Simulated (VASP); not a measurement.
Ge2Br3:

```
Ge Br
1.0
     4.48647    0.00000    0.00000
    -2.24324    3.88540    0.00000
     0.00000    0.00000    6.98022
Ge Br
2 3
Direct
  0.33333 0.66667 0.24500
  0.66667 0.33333 0.75500
  0.00000 0.00000 0.00000
  0.33333 0.66667 0.64500
  0.66667 0.33333 0.35500
```

```yaml
Program: VASP 6.6.1
Task: relaxation of cell and atoms
Functional: PBE
Potentials_or_basis: VASP PAW PBE potentials, release 64 (Ge_d, Br)
Cutoff: 600 eV
k_mesh: 6 × 6 × 4
Occupations: gaussian, width 0.1 eV
Spin: no spin polarisation
```

At the start: pressure 7.9 GPa; volume 24.34 Å³/atom.

Where does the relaxation end?

Over 36 steps the energy falls by 195.3 meV/atom and the volume is 31.49 Å³/atom (+29.4 %); space group P-3m1 (No. 164, to 0.05 Å).

Step by step:
```
step  energy change (eV)  largest force (eV/Å)  pressure (GPa)  volume (Å³)
   1              0.0000                0.9480            7.91       121.68
   2             -0.5008                0.3069           -0.43       144.09
   3             -0.5014                0.3276           -0.18       143.05
   4             -0.5180                0.3312           -0.17       142.70
   5             -0.5674                0.3346            0.00       141.62
   6             -0.6569                0.3300            0.67       139.39
   7             -0.7205                0.3857            2.94       134.71
   8             -0.7283                0.3023            2.27       135.91
   9             -0.7370                0.2995            2.22       136.22
  10             -0.7609                0.2857            2.13       137.14
  11             -0.7984                0.2430            1.82       138.96
  12             -0.8281                0.2380            1.39       142.54
  13             -0.8453                0.2241            1.00       144.00
  14             -0.8742                0.1902           -0.03       148.47
  15             -0.8765                0.1715           -0.47       150.35
  16             -0.8925                0.1367           -0.40       150.55
  17             -0.9294                0.0237           -0.19       151.06
  18             -0.9469                0.2341            0.32       151.74
  19             -0.9498                0.1653            0.17       151.60
  20             -0.9571                0.1284           -0.04       152.75
  21             -0.9615                0.0841           -0.39       154.63
  22             -0.9657                0.0770           -0.13       153.64
  23             -0.9663                0.0729           -0.01       153.13
  24             -0.9664                0.0720            0.02       153.08
  25             -0.9671                0.0656            0.01       153.15
  26             -0.9692                0.0466            0.06       153.38
  27             -0.9721                0.0459            0.14       153.83
  28             -0.9736                0.0627            0.38       154.74
  29             -0.9739                0.0608            0.31       154.97
  30             -0.9747                0.0522            0.25       155.64
  31             -0.9754                0.0346            0.08       156.99
  32             -0.9754                0.0311            0.02       157.39
  33             -0.9754                0.0315            0.04       157.27
  34             -0.9754                0.0307            0.00       157.33
  35             -0.9757                0.0285            0.01       157.36
  36             -0.9764                0.0192            0.00       157.45
```

Final structure:
```yaml
crystal:
  lattice:
    - [4.38035, 0.00000, 0.00000]
    - [-2.19017, 3.79349, 0.00000]
    - [0.00000, 0.00000, 9.47540]
  atoms:
    - { symbol: Ge, position: [0.33333, 0.66667, 0.18087] }
    - { symbol: Ge, position: [0.66667, 0.33333, 0.81913] }
    - { symbol: Br, position: [0.00000, 0.00000, 0.00000] }
    - { symbol: Br, position: [0.33333, 0.66667, 0.68654] }
    - { symbol: Br, position: [0.66667, 0.33333, 0.31346] }
```

Caveat: the volume moved by over 15 % at a fixed basis, so the end points are rough; this functional lacks dispersion, which binds the layers, so the pressure and a relaxed spacing across them are unreliable; an odd number of electrons without spin polarisation forces a metal; a magnetic or distorted state may lie lower.
